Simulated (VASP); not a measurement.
# Ni in VASP: single point with LDA

Aim: the single point of Ni with LDA.

All numbers are computed with VASP 6.6.1; they aren't measurements. Logs are shortened: lines on timing, memory, paths and dates and some standing lists are left out, and cuts for length are marked.

### Step 1. The cell of the first run

The cell holds a slab with vacuum, 5 atoms: a = 2.422 Å, b = 2.422 Å, c = 19.754 Å, α = 90.00°, β = 90.00°, γ = 90.00°.

### Step 2. Single point, LDA, collinear spin, ferromagnetic start

Contents of INCAR:

```
PREC = Accurate ; ENCUT = 520
EDIFF = 1E-6 ; ISMEAR = -1
SIGMA = 0.1 ; LREAL = F
LASPH = T ; NELM = 150
ALGO = Normal ; ISIF = 2
LWAVE = F ; LCHARG = F
ISPIN = 2 ; MAGMOM = 1 1 1 1 1
LORBIT = 11 ; LMAXMIX = 4
LDIPOL = T ; IDIPOL = 3
DIPOL = 0.5 0.5 0.500 ; GGA = CA
NBANDS = 37
```

Contents of KPOINTS:

```
regular mesh
0
Gamma
  17 17 1
```

Contents of POSCAR:

```
Ni
1.0
    2.4218354248      0.0000000000      0.0000000000
    0.0000000000      2.4218354248      0.0000000000
    0.0000000000      0.0000000000     19.7544000000
Ni
5
Direct
    0.0000000000      0.0000000000      0.3290411504
    0.5000000000      0.5000000000      0.4127005471
    0.0000000000      0.0000000000      0.4999999950
    0.5000000000      0.5000000000      0.5872994514
    0.0000000000      0.0000000000      0.6709588496
```

Potentials or basis: VASP PAW LDA potentials, release 64 (Ni).

The run is started by

```
> cat potpaw_LDA.64/Ni/POTCAR > POTCAR
> mpirun -np 1 vasp_std > vasp.out
```

OUTCAR:

```text
PREC = Accurate
   ENCUT = 520
   EDIFF = 1E-6
   ISMEAR = -1
   LREAL = F
   LASPH = T
   NELM = 150
   ISIF = 2
   ISPIN = 2
   LORBIT = 11
   GGA = CA

 ion  position               nearest neighbor table
   1  0.000  0.000  0.329-   2 2.38   2 2.38   2 2.38   2 2.38
   2  0.500  0.500  0.413-   1 2.38   1 2.38   1 2.38   1 2.38   3 2.43   3 2.43   3 2.43   3 2.43

   3  0.000  0.000  0.500-   2 2.43   2 2.43   2 2.43   2 2.43   4 2.43   4 2.43   4 2.43   4 2.43

   4  0.500  0.500  0.587-   5 2.38   5 2.38   5 2.38   5 2.38   3 2.43   3 2.43   3 2.43   3 2.43

   5  0.000  0.000  0.671-   4 2.38   4 2.38   4 2.38   4 2.38

  LATTYP: Found a simple tetragonal cell.
 ALAT       =     2.4218354248
 C/A-ratio  =     8.1567887717

  Lattice vectors:

 A1 = (   2.4218354248,   0.0000000000,   0.0000000000)
 A2 = (   0.0000000000,   2.4218354248,   0.0000000000)
 A3 = (   0.0000000000,   0.0000000000,  19.7544000000)

Analysis of symmetry for initial positions (statically):
=====================================================================
 Subroutine PRICEL returns:
 Original cell was already a primitive cell.

 Routine SETGRP: Setting up the symmetry group for a
 simple tetragonal supercell.

 Subroutine GETGRP returns: Found 16 space group operations
 (whereof 16 operations were pure point group operations)
 out of a pool of 16 trial point group operations.

The static configuration has the point symmetry D_4h.

Analysis of symmetry for dynamics (positions and initial velocities):
=====================================================================
 Subroutine PRICEL returns:
 Original cell was already a primitive cell.

 Routine SETGRP: Setting up the symmetry group for a
 simple tetragonal supercell.

 Subroutine GETGRP returns: Found 16 space group operations
 (whereof 16 operations were pure point group operations)
 out of a pool of 16 trial point group operations.

The dynamic configuration has the point symmetry D_4h.

Analysis of structural, dynamic, and magnetic symmetry:
=====================================================================
 Subroutine PRICEL returns:
 Original cell was already a primitive cell.

 Routine SETGRP: Setting up the symmetry group for a
 simple tetragonal supercell.

 Subroutine GETGRP returns: Found 16 space group operations
 (whereof 16 operations were pure point group operations)
 out of a pool of 16 trial point group operations.

The overall configuration has the point symmetry D_4h.

 Subroutine INISYM returns: Found 16 space group operations
 (whereof 16 operations are pure point group operations),
 and found     1 'primitive' translations

----------------------------------------------------------------------------------------

                                     Primitive cell

  volume of cell :     115.8652

  direct lattice vectors                    reciprocal lattice vectors
     2.421835425  0.000000000  0.000000000     0.412909973  0.000000000  0.000000000
     0.000000000  2.421835425  0.000000000     0.000000000  0.412909973  0.000000000
     0.000000000  0.000000000 19.754400000     0.000000000  0.000000000  0.050621634

  length of vectors
     2.421835425  2.421835425 19.754400000     0.412909973  0.412909973  0.050621634

  position of ions in fractional coordinates (direct lattice)
     0.000000000  0.000000000  0.329041150
     0.500000000  0.500000000  0.412700547
     0.000000000  0.000000000  0.499999995
     0.500000000  0.500000000  0.587299451
     0.000000000  0.000000000  0.670958850

  ion indices of the primitive-cell ions
   primitive index   ion index
                 1           1
                 2           2
                 3           3
                 4           4
                 5           5

----------------------------------------------------------------------------------------

 KPOINTS: regular mesh

Automatic generation of k-mesh.
 Grid dimensions read from file:
 generate k-points for:   17   17    1

 Generating k-lattice:

  Cartesian coordinates                     Fractional coordinates (reciprocal lattice)
     0.024288822  0.000000000  0.000000000     0.058823529  0.000000000  0.000000000
     0.000000000  0.024288822  0.000000000     0.000000000  0.058823529  0.000000000
     0.000000000  0.000000000  0.050621634     0.000000000  0.000000000  1.000000000

  Length of vectors
     0.024288822  0.024288822  0.050621634

  Shift w.r.t. Gamma in fractional coordinates (k-lattice)
     0.000000000  0.000000000  0.000000000

 Subroutine IBZKPT returns following result:
 ===========================================

 Found     45 irreducible k-points:

 Following reciprocal coordinates:
            Coordinates               Weight
  0.000000  0.000000  0.000000      1.000000
  0.058824  0.000000  0.000000      4.000000
  0.117647  0.000000  0.000000      4.000000
  0.176471  0.000000  0.000000      4.000000
  0.235294  0.000000  0.000000      4.000000
  0.294118  0.000000  0.000000      4.000000
[... 16 lines left out ...]
  0.411765  0.117647  0.000000      8.000000
  0.470588  0.117647  0.000000      8.000000
 [... further k-points ...]
   k-points           NKPTS =     45   k-points in BZ     NKDIM =     45   number of bands    NBANDS=     37
   number of dos      NEDOS =    301   number of ions     NIONS =      5
   total plane-waves  NPLWV =  48600
   dimension x,y,z NGX =    18 NGY =   18 NGZ =  150
   dimension x,y,z NGXF=    36 NGYF=   36 NGZF=  300
   ions per type =               5
   NGX,Y,Z   is equivalent  to a cutoff of  12.36, 12.36, 12.62 a.u.
   NGXF,Y,Z  is equivalent  to a cutoff of  24.71, 24.71, 25.25 a.u.
 SYSTEM =  unknown system
   PREC   = accura    normal or accurate (medium, high low for compatibility)
   ISTART =      0    job   : 0-new  1-cont  2-samecut
   ICHARG =      2    charge: 1-file 2-atom 10-const
   ISPIN  =      2    spin polarized calculation?
   LNONCOLLINEAR =      F non collinear calculations
   LSORBIT =      F    spin-orbit coupling
   LASPH  =      T    aspherical Exc in radial PAW
   ENCUT  =  520.0 eV  38.22 Ry    6.18 a.u.   4.50  4.50 36.73*2*pi/ulx,y,z
   NELM   =    150;   NELMIN=  2; NELMDL= -5     # of ELM steps
   EDIFF  = 0.1E-05   stopping-criterion for ELM
   LREAL  =      F    real-space projection
   EDIFFG = 0.1E-04   stopping-criterion for IOM
   NSW    =      0    number of steps for IOM
   IBRION =     -1    ionic relax: 0-MD 1-quasi-New 2-CG
   NFREE  =      0    steps in history (QN), initial steepest desc. (CG)
   ISIF   =      2    stress and relaxation
   ISYM   =      2    0-nonsym 1-usesym 2-fastsym
   POTIM  = 0.5000    time-step for ionic-motion
   TEBEG  =    0.0;   TEEND  =   0.0 temperature during run
   PSTRESS=    0.0 pullay stress
   NELECT =      50.0000    total number of electrons
   NUPDOWN=      -1.0000    fix difference up-down
   EMIN   =  10.00;   EMAX   =-10.00  energy-range for DOS
   EFERMI =   0.00;   METHOD = LEGACY
   ISMEAR =    -1;   SIGMA  =   0.10  broadening in eV -4-tet -1-fermi 0-gaus
   EFERMI_NEDOS =   21; number of points for ismear=-14 and -15
   IALGO  =     38    algorithm
   IMIX   =      4    mixing-type and parameters
     AMIX     =   0.40;   BMIX     =  1.00
     AMIX_MAG =   1.60;   BMIX_MAG =  1.00
  volume/ion in A,a.u.               =      23.17       156.38
  Fermi-wavevector in a.u.,A,eV,Ry     =   1.237126  2.337828 20.823442  1.530480
  Thomas-Fermi vector in A             =   2.371706
   LORBIT       =     11    0 simple, 1 ext, 2 COOP (PROOUT), +10 PAW based schemes
   GGA     = CA    functional components
   LHFCALC =     F    Hartree Fock is set to
   AEXX    =    0.0000 exact exchange contribution
   IVDW    =     0    specifies the selected vdW correction
   LEPSILON=     F    determine dielectric tensor
   LRPA    =     F    only Hartree local field effects (RPA)
 spin polarized calculation
  energy-cutoff  :      520.00
  volume of cell :      115.87
 maximum number of plane-waves:      3165
 NGX is ok and might be reduce to    18
   NGX =  9   NGY =  9   NGZ = 73

 number of electron      49.9999959 magnetization       2.9702057

 dipolmoment           0.000000      0.000000      0.000000 electrons x Angstroem

 Free energy of the ion-electron system (eV)
  ---------------------------------------------------
  ext. energy  EPLUGINS =         0.00000000
  ---------------------------------------------------
  free energy    TOTEN  =       -30.94210575 eV

  energy without entropy =      -30.65278475  energy(sigma->0) =      -30.79744525

 E-fermi :   1.4836     XC(G=0):  -7.1505

 val. band max:        1.4828360329   @ k =   0.4118   0.0588   0.0000
 cond. band min:       1.4857359567   @ k =   0.3529   0.1176   0.0000
 fundamental gap:      0.0028999238
 Fermi energy:         1.4836097537

 spin component 1

 k-point     1 :       0.0000    0.0000    0.0000
  band No.  band energies     occupation
      1      -7.6255      1.00000
      2      -6.3868      1.00000
      3      -4.5990      1.00000
      4      -3.4760      1.00000
      5      -3.4694      1.00000
      6      -2.9292      1.00000
[... 29 lines left out ...]
     36      12.1492      0.00000
     37      15.0728      0.00000

 k-point     2 :       0.0588    0.0000    0.0000
  band No.  band energies     occupation
      1      -7.5313      1.00000
      2      -6.2985      1.00000
      3      -4.5218      1.00000
      4      -3.4199      1.00000
      5      -3.4029      1.00000
      6      -2.8967      1.00000
[... 29 lines left out ...]
     36      12.2097      0.00000
     37      15.1315      0.00000
[... 838 lines left out ...]
     36      11.1618      0.00000
     37      12.3936      0.00000

 k-point    24 :       0.4706    0.1176    0.0000
  band No.  band energies     occupation
      1      -3.3931      1.00000
      2      -3.3839      1.00000
      3      -3.0968      1.00000
      4      -2.7379      1.00000
      5      -2.4202      1.00000
      6      -1.7381      1.00000
[... 29 lines left out ...]
     36      11.3207      0.00000
     37      12.5545      0.00000

 [... further k-points ...]

 spin component 2

 k-point     1 :       0.0000    0.0000    0.0000
  band No.  band energies     occupation
      1      -7.5774      1.00000
      2      -6.3299      1.00000
      3      -4.5066      1.00000
      4      -3.2415      1.00000
      5      -3.1601      1.00000
      6      -2.4564      1.00000
[... 29 lines left out ...]
     36      12.2500      0.00000
     37      15.1832      0.00000

 k-point     2 :       0.0588    0.0000    0.0000
  band No.  band energies     occupation
      1      -7.4830      1.00000
      2      -6.2409      1.00000
      3      -4.4275      1.00000
      4      -3.1722      1.00000
      5      -3.1019      1.00000
      6      -2.4244      1.00000
[... 29 lines left out ...]
     36      12.3107      0.00000
     37      15.2399      0.00000
[... 838 lines left out ...]
     36      11.1915      0.00000
     37      12.4700      0.00000

 k-point    24 :       0.4706    0.1176    0.0000
  band No.  band energies     occupation
      1      -3.0881      1.00000
      2      -3.0487      1.00000
      3      -2.7871      1.00000
      4      -2.3366      1.00000
      5      -2.1294      1.00000
      6      -1.2401      1.00000
[... 29 lines left out ...]
     36      11.4235      0.00000
     37      12.5920      0.00000

 [... further k-points ...]

------------------------ aborting loop because EDIFF is reached ----------------------------------------

 vacuum level on the upper side and lower side of the slab       (xc-potential included)        -0.129        -0.129

  FORCE on cell =-STRESS in cart. coord.  units (eV):
  Direction    XX          YY          ZZ          XY          YZ          ZX
  --------------------------------------------------------------------------------------
  -------------------------------------------------------------------------------------
  Total       -1.9422858     -1.9422858     -0.0043508      0.0000000      0.0000000      0.0000000
  in kB      -26.8578110    -26.8578110     -0.0601623      0.0000000      0.0000000      0.0000000
  external PRESSURE =     -17.9252614 kB  Pullay stress =       0.0000000 kB

 VOLUME and BASIS-vectors are now :
 -----------------------------------------------------------------------------
  energy-cutoff  :      520.00
  volume of cell :      115.87
      direct lattice vectors                 reciprocal lattice vectors
     2.421835425  0.000000000  0.000000000     0.412909973  0.000000000  0.000000000
     0.000000000  2.421835425  0.000000000     0.000000000  0.412909973  0.000000000
     0.000000000  0.000000000 19.754400000     0.000000000  0.000000000  0.050621634

 POSITION                                       TOTAL-FORCE (eV/Angst)
 -----------------------------------------------------------------------------------
      0.00000      0.00000      6.50001        -0.000000     -0.000000     -0.009021
      1.21092      1.21092      8.15265         0.000000      0.000000      0.012839
      0.00000      0.00000      9.87720         0.000000     -0.000000      0.000000
      1.21092      1.21092     11.60175         0.000000      0.000000     -0.012839
      0.00000      0.00000     13.25439         0.000000     -0.000000      0.009021
 -----------------------------------------------------------------------------------
    total drift:                                0.000000      0.000000      0.000086

  FREE ENERGIE OF THE ION-ELECTRON SYSTEM (eV)
  ---------------------------------------------------
  free  energy   TOTEN  =       -30.9421057464 eV

  energy  without entropy=      -30.6527847455  energy(sigma->0) =      -30.79744525

 vacuum level on the upper side and lower side of the slab         6.799         6.799

 total charge

# of ion       s       p       d       tot
------------------------------------------
    1        0.509   0.404   8.363   9.276
    2        0.538   0.583   8.372   9.493
    3        0.531   0.564   8.367   9.462
    4        0.538   0.583   8.372   9.493
    5        0.509   0.404   8.363   9.276
--------------------------------------------------
tot          2.626   2.537  41.836  46.999

 magnetization (x)

# of ion       s       p       d       tot
------------------------------------------
    1       -0.002  -0.012   0.658   0.644
    2       -0.005  -0.018   0.584   0.561
    3       -0.005  -0.017   0.587   0.565
    4       -0.005  -0.018   0.584   0.561
    5       -0.002  -0.012   0.658   0.644
--------------------------------------------------
tot         -0.019  -0.077   3.071   2.975
```

It took 8.1 min on 1 thread of Intel Xeon Platinum 8488C (Sapphire Rapids), shared host; peak memory 0.36 GiB.

Results:

- Free energy: -30.9421 eV
- Largest force: 0.013 eV/Å
- Net moment: 2.97 μB per cell
- Site moments: Ni +0.64, +0.56 μB
- Valence electrons inside the program's atomic spheres: Ni 9.28, 9.49, 9.46

Forces in eV/Å, atoms in the order of the input:
```
Ni   0.000  0.000 -0.009
Ni   0.000  0.000  0.013
Ni   0.000  0.000  0.000
Ni   0.000  0.000 -0.013
Ni   0.000  0.000  0.009
```

Levels at points of the mesh, in eV from the Fermi level:
Spin up:
```
           k point  band 23  band 24  band 25  band 26  band 27  band 28  band 29  band 30  band 31  band 32
(0.00, 0.00, 0.00)    -0.72    -0.66    -0.66    -0.48    -0.41    -0.34    -0.34     0.62     1.98     5.05
```
Spin down:
| k point | band 21 | band 22 | band 23 | band 24 | band 25 | band 26 | band 27 | band 28 |
| --- | --- | --- | --- | --- | --- | --- | --- | --- |
| (0.00, 0.00, 0.00) | -0.64 | -0.46 | -0.14 | 0.01 | 0.01 | 0.17 | 0.21 | 0.33 |
